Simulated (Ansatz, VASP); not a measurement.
**C: VASP beside Ansatz**

Contents of INCAR:

```
SYSTEM = C
PREC     = Accurate       ! precision mode
ENCUT    = 520            ! plane-wave cutoff, eV
EDIFF    = 1E-7           ! SCF threshold, eV
ISMEAR   = 0              ! smearing method
SIGMA    = 0.1            ! smearing width, eV
LREAL    = .FALSE.        ! projectors in reciprocal space
LASPH    = .TRUE.         ! aspherical terms in the spheres
NELM     = 80             ! most SCF steps
ALGO     = Normal         ! electronic algorithm
ISIF     = 2              ! what is computed and relaxed
LWAVE    = .FALSE.        ! write WAVECAR
LCHARG   = .FALSE.        ! write CHGCAR
LDIPOL   = .TRUE.       
IDIPOL   = 3            
DIPOL    = 0.5 0.5 0.359
GGA      = PE             ! functional
IVDW     = 12             ! dispersion correction
NBANDS   = 16             ! bands
```

KPOINTS

```
regular mesh
0
G
  15 15 1
  0 0 0
```

The input POSCAR:

```
C
1.0
    2.4657189597      0.0000000000      0.0000000000
   -1.2328594799      2.1353752577      0.0000000000
    0.0000000000      0.0000000000     17.5000000000
C
4
Direct
    0.3333333333      0.6666666667      0.2571428571
    0.6666666667      0.3333333333      0.2571428571
    0.5000000000      1.0000000000      0.4605714286
    0.8333333333      0.6666666667      0.4605714286
```

Input for Ansatz:

```yaml
crystal:
  lattice:
    - [2.4657189597, 0.0, 0.0]
    - [-1.2328594799, 2.1353752577, 0.0]
    - [0.0, 0.0, 17.5]
  atoms:
    - { symbol: C, position: [0.3333333333, 0.6666666667, 0.2571428571] }
    - { symbol: C, position: [0.6666666667, 0.3333333333, 0.2571428571] }
    - { symbol: C, position: [0.5, 1.0, 0.4605714286] }
    - { symbol: C, position: [0.8333333333, 0.6666666667, 0.4605714286] }
basis:
  ecutwfc: 420
kpoints:
  mp_grid: { grid: [15, 15, 1] }
hamiltonian:
  xc: pbe
  dispersion: d3bj
scf:
  occupations: { method: gaussian, width: 0.1 }
output:
  forces: true
  eigenvalues: true
efield:
  axis: 3
  dipole_correction: true
  ramp_width: 0.04
```

Alike in both runs: task single point; functional PBE; dispersion D3(BJ); k mesh 15 × 15 × 1; occupations gaussian, width 0.1 eV; no spin polarisation.

```csv
,VASP,Ansatz
version,VASP 6.6.1,Ansatz 0.2.0
potentials or method,"VASP PAW PBE potentials, release 64 (C), cutoff 520 eV","scalar-relativistic, plane waves, PAW"
valence electrons in the cell,16,16
```

|  | VASP | Ansatz | Ansatz less VASP |
| --- | --- | --- | --- |
| gap on the k mesh at the Fermi level (eV) | 0.31 | 0.31 | 0.000 |
| least direct gap on the mesh (eV) | 0.31 | 0.31 | 0.000 |
| rms of the force components (eV/Å) | 0.007 | 0.007 | 0.0000 |

Atom by atom the forces differ by 0.000 eV/Å (rms over components).
